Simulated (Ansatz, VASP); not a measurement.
GaN in VASP and in Ansatz

The input INCAR:

```
SYSTEM = GaN
  PREC = Accurate
  ENCUT = 520
  EDIFF = 1E-7
  ISMEAR = 0
  SIGMA = 0.01
  LREAL = .False.
  LASPH = .True.
  NELM = 150
  ALGO = Normal
  ISIF = 2
  LWAVE = .False.
  LCHARG = .False.
  LNONCOLLINEAR = .True.
  MAGMOM = 0 0 0 0 0 0 0 0 0 0 0 0
  LORBIT = 11
  LSORBIT = .True.
  GGA_COMPAT = .False.
  LORBMOM = .True.
  GGA = PS
  NBANDS = 50
```

The input KPOINTS:

```
Automatic mesh
0
Gamma
  8 8 4
  0 0 0
```

POSCAR

```
GaN
1.0
    3.1105091416      0.0000000000      0.0000000000
   -1.5552545708      2.6937799353      0.0000000000
    0.0000000000      0.0000000000      5.0691696712
Ga N
2 2
Direct
    0.3333333333      0.6666666667     -0.0006769574
    0.6666666667      0.3333333333      0.4993230426
    0.3333333333      0.6666666667      0.3756769574
    0.6666666667      0.3333333333      0.8756769574
```

Input for Ansatz:

```yaml
crystal:
  lattice:
    - [3.11050914157, 0.0, 0.0]
    - [-1.55525457078, 2.6937799353, 0.0]
    - [0.0, 0.0, 5.06916967116]
  atoms:
    - { symbol: Ga, position: [0.333333333333, 0.666666666667, -0.000676957364] }
    - { symbol: Ga, position: [0.666666666667, 0.333333333333, 0.499323042636] }
    - { symbol: "N", position: [0.333333333333, 0.666666666667, 0.375676957364] }
    - { symbol: "N", position: [0.666666666667, 0.333333333333, 0.875676957364] }
kpoints:
  mp_grid: { grid: [8, 8, 4] }
scf:
  occupations: { method: fixed }
  convergence: { dr2_threshold: 1.0e-10 }
hamiltonian:
  xc: pbesol
  pseudopotentials: { kind: all_electron, lapw: { basis_error: 0.0005 } }
magnetization:
  noncollinear: true
  spin_orbit: true
output:
  forces: true
  stress: true
  eigenstates:
    kpoints:
      - [0.0, 0.0, 0.0]
      - [0.0, 0.0, -0.5]
      - [-0.5, 0.0, 0.0]
      - [-0.5, 0.5, 0.0]
      - [0.0, -0.5, 0.0]
      - [-0.5, 0.0, -0.5]
      - [-0.5, 0.5, -0.5]
      - [0.0, -0.5, -0.5]
  eigenvalues: true
```

Alike in both runs: task single point; functional PBEsol; k mesh 8 × 8 × 4; non-collinear spin, spin-orbit coupling.

|  | VASP | Ansatz |
| --- | --- | --- |
| version | VASP 6.6.1 | Ansatz 0.2.0 |
| potentials or method | VASP PAW PBE potentials, release 64 (Ga_d, N), cutoff 520 eV | all-electron LAPW |
| occupations | gaussian, width 0.01 eV | fixed |

Ansatz gave:

```
pressure (GPa) : 15.0
```

What did VASP give for the same quantities?

Pressure (GPa): 14.7.

VASP's potentials were made for PBE, not for PBEsol. Ansatz ran all-electron here, and VASP with PAW potentials.
